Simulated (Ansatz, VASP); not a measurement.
This is a calculation of Ir for VASP 6.6.1.

INCAR

```
PREC     = Accurate       # precision mode
ENCUT    = 600            # plane-wave cutoff, eV
EDIFF    = 1E-6           # SCF threshold, eV
ISMEAR   = -1             # smearing method
SIGMA    = 0.05           # smearing width, eV
LREAL    = F              # projectors in reciprocal space
LASPH    = T              # aspherical terms in the spheres
NELM     = 80             # most SCF steps
ALGO     = Normal         # electronic algorithm
ISIF     = 3              # what is computed and relaxed
LWAVE    = F              # write WAVECAR
LCHARG   = F              # write CHGCAR
GGA      = CA             # functional
IBRION   = 2              # ionic algorithm
NSW      = 80             # ionic steps
EDIFFG   = -0.01          # ionic threshold
```

File KPOINTS:

```
regular mesh
0
Gamma
  8 8 5
```

Contents of POSCAR:

```
Ir
1.0
    2.7513778946      0.0000000000      0.0000000000
   -1.3756889473      2.3827631521      0.0000000000
    0.0000000000      0.0000000000      4.4622900000
Ir
2
Direct
    0.3333333333      0.6666666667      0.2500000000
    0.6666666667      0.3333333333      0.7500000000
```

Potentials or basis: VASP PAW LDA potentials, release 64 (Ir).

The run is started by

```bash
$ cat potpaw_LDA.64/Ir/POTCAR > POTCAR
$ mpirun -np 1 vasp_std > vasp.out
```

Q: Translate it to Ansatz 0.2.0. Potentials there: all-electron LAPW, scalar-relativistic.

A: As run (the cutoff follows the program's own potentials):

File input.yaml:

```yaml
crystal:
  lattice:
    - [2.7513778946, 0.0, 0.0]
    - [-1.3756889473, 2.3827631521, 0.0]
    - [0.0, 0.0, 4.46229]
  atoms:
    - { symbol: Ir, position: [0.3333333333, 0.6666666667, 0.25] }
    - { symbol: Ir, position: [0.6666666667, 0.3333333333, 0.75] }
kpoints:
  mp_grid: { grid: [8, 8, 5] }
scf:
  occupations: { method: fermi_dirac, width: 0.05 }
hamiltonian:
  xc: lda
  pseudopotentials: { kind: all_electron, lapw: { basis_error: 0.001 } }
output:
  forces: true
  stress: true
relax:
  f_tol: 0.01
  max_steps: 60
  cell: {}
```

Potentials or basis: all-electron LAPW, scalar-relativistic.

Run with:

```bash
$ ansatz run input.yaml --threads 1 --pin off --max-ram 3072MiB --backend cpu --events-out ev --progress --plain --runs-dir out
```

Both were run:

|  | VASP | Ansatz | Ansatz less VASP |
| --- | --- | --- | --- |
| relaxed volume (Å³/atom) | 14.03 | 13.94 | -0.091 |
| relaxed cell length with the largest relative difference (Å) | 4.388 | 4.378 | -0.0102 |

LDA's correlation is that of Perdew and Zunger in VASP and of Perdew and Wang (1992) in Ansatz. Ansatz ran all-electron here, and VASP with PAW potentials.

Spin-orbit coupling is off throughout. Noted on Ansatz's run: the k mesh is thin for a metal, which can move the energy by tens of meV per atom.
